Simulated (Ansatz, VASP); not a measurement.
Si3B4: VASP beside Ansatz

```xyz
7
Lattice="3.9987 0.0000 0.0000 -1.9994 3.4630 0.0000 0.0000 0.0000 5.2320" Properties=species:S:1:pos:R:3 pbc="T T T"
Si    0.0000    2.3087    0.6476
Si    1.9994    1.1543    4.5844
Si    0.0000    0.0000    2.6160
B     1.9994    0.0000    2.6160
B    -0.9997    1.7315    2.6160
B     0.9997    1.7315    2.6160
B     0.0000    0.0000    0.0000
```

Alike in both runs: functional PBE; k mesh 5 × 5 × 2; occupations gaussian, width 0.2 eV; no spin polarisation.

Ansatz relaxed the structure, and its values are those at the end. VASP's run is a single point on that final structure, the one shown.

|  | VASP | Ansatz |
| --- | --- | --- |
| version | VASP 6.6.1 | Ansatz 0.2.0 |
| potentials or method | VASP PAW PBE potentials, release 64 (Si, B), cutoff 500 eV | scalar-relativistic, plane waves, PAW |
| valence electrons in the cell | 24 | 24 |

|  | VASP | Ansatz | Ansatz less VASP |
| --- | --- | --- | --- |
| gap on the k mesh at the Fermi level (eV) | none | none | - |
| pressure (GPa) | -0.4 | -0.4 | +0.09 |
| rms of the force components (eV/Å) | 0.008 | 0.006 | -0.0016 |

A gap of «none» marks a metal or a gap that the smearing closes. With one functional, cell and mesh, what is left measures potentials, basis and numerics.

The k mesh is coarse, so the values compare programs but aren't converged.
